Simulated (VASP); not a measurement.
The system is NiO.

```
CELL_PARAMETERS angstrom
0.00000 2.11335 2.11335
2.11335 0.00000 2.11335
2.11335 2.11335 0.00000
ATOMIC_POSITIONS crystal
Ni 0.00000 0.00000 0.00000
O 0.50000 0.50000 0.50000
```

Base run:

| Quantity | Value |
| --- | --- |
| Program | VASP 6.6.1 |
| Functional | r2SCAN |
| Dispersion | D3(BJ) |
| Potentials or basis | VASP PAW PBE potentials, release 64 (Ni, O) |
| Cutoff | 520 eV |
| k mesh | 11 × 11 × 11 |
| Occupations | fermi-dirac, width 0.05 eV |
| Spin | collinear spin, ferromagnetic start |
| Starting moments | [1.0, 0.0] μB |

Its results: pressure -7.3 GPa; net moment 2.00 μB per cell; site moments Ni +1.70; O +0.27 μB.

Problem. The run is repeated on the same cell with these changes: functional from r2SCAN to PBE; dispersion from D3(BJ) to none. What comes out?

Solution. Pressure -1.6 GPa; net moment 1.79 μB per cell; site moments Ni +1.47; O +0.28 μB.

Several settings changed at once, so the effect can't be laid on one alone.

Caveats: a cell with one magnetic atom can't hold antiferromagnetic order, which such compounds often take; the PAW data sets were made with another functional, which shifts forces and pressure a little (some runs).
